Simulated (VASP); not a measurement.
Runs of VASP 6.6.1 on ZrO2 (Cubic zirconia). The structure is that of space group Fm-3m (No. 225), or close to it. The cells are those of the table. 

```csv
cell,gap on the mesh (eV),pressure (GPa)
"a = 3.655 Å, angles 60.0°, 3 atoms",3.11,(b)
"a = 3.609 Å, angles 60.0°, 3 atoms",3.21,-10.8
"a = 3.561 Å, angles 60.0°, 3 atoms",(a),-1.0
"a = 3.512 Å, angles 60.0°, 3 atoms",3.42,11.2
"a = 3.537 Å, angles 60.0°, 3 atoms",3.37,4.8
"a = 3.632 Å, angles 60.0°, 3 atoms",3.16,-14.9
"a = 3.585 Å, angles 60.0°, 3 atoms",3.26,-6.1
```

Alike in all rows: task single point; level LDA; potentials or basis VASP PAW LDA potentials, release 64 (Zr_sv, O); no spin polarisation; k mesh 6 × 6 × 6; cutoff (eV) 600; smearing gaussian 0.01 eV.

Task: Fill in the values left out.

Result: (a) 3.32; (b) -18.7.

A k mesh can miss the band edges, and the runs leave out spin-orbit coupling on Zr.
